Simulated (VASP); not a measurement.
Set up this calculation in VASP 6.6.1, as the native input.

```yaml
Task: single point
Functional: r2SCAN
Potentials_or_basis: VASP PAW PBE potentials, release 64 (B, N)
Cutoff: 520 eV
k_mesh: 12 × 12 × 4
Occupations: gaussian, width 0.05 eV
Spin: no spin polarisation
Dipole_correction: no
Further_INCAR_settings: ALGO = Normal; EDIFF = 1e-06; NBANDS = 16
```

Crystal: BN.

```
CELL_PARAMETERS angstrom
2.62919 0.00000 0.00000
-1.31460 2.27695 0.00000
0.00000 0.00000 6.32814
ATOMIC_POSITIONS crystal
B 0.33333 0.66667 0.25000
B 0.66667 0.33333 0.75000
N 0.33333 0.66667 0.75000
N 0.66667 0.33333 0.25000
```

This cell differs from its parent crystal: strain +0.050 along x and y, -0.050 along z.

One way to write it, as run:

POSCAR

```
BN
1.0
    2.6291912895      0.0000000000      0.0000000000
   -1.3145956448      2.2769464481      0.0000000000
    0.0000000000      0.0000000000      6.3281400000
B N
2 2
Direct
    0.3333333333      0.6666666667      0.2500000000
    0.6666666667      0.3333333333      0.7500000000
    0.3333333333      0.6666666667      0.7500000000
    0.6666666667      0.3333333333      0.2500000000
```

INCAR.step1

```
SYSTEM = BN
PREC     = Accurate       ! precision mode
ENCUT    = 520            ! plane-wave cutoff, eV
ISMEAR   = 0              ! smearing method
SIGMA    = 0.05           ! smearing width, eV
LREAL    = .FALSE.        ! projectors in reciprocal space
LASPH    = .TRUE.         ! aspherical terms in the spheres
NELM     = 60             ! most SCF steps
NBANDS   = 16             ! bands
GGA      = PE             ! functional
ALGO     = Normal         ! electronic algorithm
EDIFF    = 1E-4           ! SCF threshold, eV
LWAVE    = .TRUE.         ! write WAVECAR
LCHARG   = .FALSE.        ! write CHGCAR
```

INCAR.step2

```
SYSTEM = BN
PREC     = Accurate       ! precision mode
ENCUT    = 520            ! plane-wave cutoff, eV
EDIFF    = 1E-6           ! SCF threshold, eV
ISMEAR   = 0              ! smearing method
SIGMA    = 0.05           ! smearing width, eV
LREAL    = .FALSE.        ! projectors in reciprocal space
LASPH    = .TRUE.         ! aspherical terms in the spheres
NELM     = 60             ! most SCF steps
ALGO     = Normal         ! electronic algorithm
ISIF     = 2              ! what is computed and relaxed
LWAVE    = .FALSE.        ! write WAVECAR
LCHARG   = .FALSE.        ! write CHGCAR
METAGGA  = R2SCAN         ! meta-GGA
LMIXTAU  = .TRUE.       
NBANDS   = 16             ! bands
ISTART   = 1
```

KPOINTS

```
regular mesh
0
G
  12 12 4
  0 0 0
```

Potentials or basis: VASP PAW PBE potentials, release 64 (B, N).

Command:

```bash
$ cat potpaw_PBE.64/B/POTCAR potpaw_PBE.64/N/POTCAR > POTCAR
$ cp INCAR.step1 INCAR
$ mpirun -np 1 vasp_std > vasp.out
$ cp INCAR.step2 INCAR
$ mpirun -np 1 vasp_std > vasp.out
```

Results of the run:

```
Pressure               : -30.0 GPa
Band gap on the k mesh : 4.51 eV (least direct gap 4.77 eV)
```

Caveat: the cell differs from its parent crystal (strain +0.050 along x and y, -0.050 along z); the stress differs along the axes, from -46 to 2 GPa; the PAW data sets were made with another functional, which shifts forces and pressure a little.

Run time: 2.7 min on 1 thread of Intel Xeon 8259CL, on a shared host, peak memory 0.17 GiB.
